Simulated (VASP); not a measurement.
A run of VASP 6.6.1 is set up as follows.

INCAR

```
PREC = Accurate ; ENCUT = 600
EDIFF = 1E-6 ; ISMEAR = 0
SIGMA = 0.1 ; LREAL = F
LASPH = T ; NELM = 80
ALGO = Normal ; ISIF = 3
LWAVE = F ; LCHARG = F
GGA = PE ; IBRION = 2
NSW = 90 ; EDIFFG = -0.04
```

KPOINTS

```
regular mesh
0
Gamma
  3 3 3
```

POSCAR

```
SnTe5
1.0
    3.3726992700      1.9472288300      6.3527249700
   -3.3726992700      1.9472288300      6.3527249700
    0.0000000000     -3.8944576600      6.3527249700
Sn Te
1 5
Direct
    0.5000000000      0.5000000000      0.5000000000
    0.3397926800      0.0000000000      0.6602073200
    0.8332979700      0.8332979700      0.8332979700
    0.0000000000      0.6602073200      0.3397926800
    0.6602073200      0.3397926800      0.0000000000
    0.1667020300      0.1667020300      0.1667020300
```

Potentials or basis: VASP PAW PBE potentials, release 64 (Sn_d, Te).

Command:

```bash
$ cat potpaw_PBE.64/Sn_d/POTCAR potpaw_PBE.64/Te/POTCAR > POTCAR
$ mpirun -np 1 vasp_std > vasp.out
```

Question: What does it give for the band gap on the k mesh?

Answer: Zero (band 22 reaches 6.50 eV, above the bottom of band 23 at 6.11 eV).

Question: What does it give for the relaxed cell?

Answer: a = 6.006 Å, b = 6.006 Å, c = 6.006 Å, α = 73.05°, β = 73.05°, γ = 73.05°.

Question: What does it give for the space group after relaxing (to 0.05 Å)?

Answer: R32 (No. 155).

Forces on the atoms (eV/Å):
```
Sn   0.000  0.000  0.000
Te  -0.004 -0.007  0.000
Te   0.000  0.000  0.004
Te  -0.004  0.007  0.000
Te   0.008  0.000  0.000
Te   0.000  0.000 -0.004
```

Caveat: the k points lie up to 0.37 Å⁻¹ apart in the final cell; spin-orbit coupling is left out, which moves the levels of the heavy elements.
